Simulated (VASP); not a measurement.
Wanted: the native input for a VASP 6.6.1 run.

| Item | Value |
| --- | --- |
| Task | single point |
| Functional | LDA |
| Potentials or basis | VASP PAW LDA potentials, release 64 (Ga_d, P) |
| Cutoff | 520 eV |
| k mesh | 8 × 8 × 8 |
| Occupations | gaussian, width 0.01 eV |
| Spin | no spin polarisation |
| Dipole correction | no |
| Further INCAR settings | ALGO = Normal; EDIFF = 1e-06; NBANDS = 16 |

The structure of GaP lies in POSCAR:

```
GaP
1.0
    2.6417733188      2.6417733188      0.0000000000
   -2.6417733188      2.6417733188      0.0000000000
    0.0000000000      2.6417733188      2.7280353048
Ga P
1 1
Direct
    0.0000000000      0.0000000000      0.0000000000
    0.7500000000      0.2500000000      0.5000000000
```

This cell differs from its parent crystal: in-plane strain -0.02.

These files were run (other wordings do the same):

INCAR

```
SYSTEM = GaP
PREC = Accurate ; ENCUT = 520
EDIFF = 1E-6 ; ISMEAR = 0
SIGMA = 0.01 ; LREAL = .False.
LASPH = .True. ; NELM = 80
ALGO = Normal ; ISIF = 2
LWAVE = .False. ; LCHARG = .True.
GGA = CA ; LELF = .True.
LVHAR = .True. ; NBANDS = 16
```

KPOINTS

```
regular mesh
0
Gamma
  8 8 8
  0 0 0
```

Potentials or basis: VASP PAW LDA potentials, release 64 (Ga_d, P).

Run with:

```sh
$ cat potpaw_LDA.64/Ga_d/POTCAR potpaw_LDA.64/P/POTCAR > POTCAR
$ mpirun -np 1 vasp_std > vasp.out
```

It gave:

```yaml
Pressure: 2.8 GPa
Band_gap_on_the_k_mesh: 1.23 eV, indirect (least direct gap 2.07 eV)
```

Caveat: the cell differs from its parent crystal (in-plane strain -0.02).

It took 46 s on 1 thread of AMD EPYC 7R43 64-Core Processor (Zen 3), with other jobs on the host, peak memory 0.12 GiB.
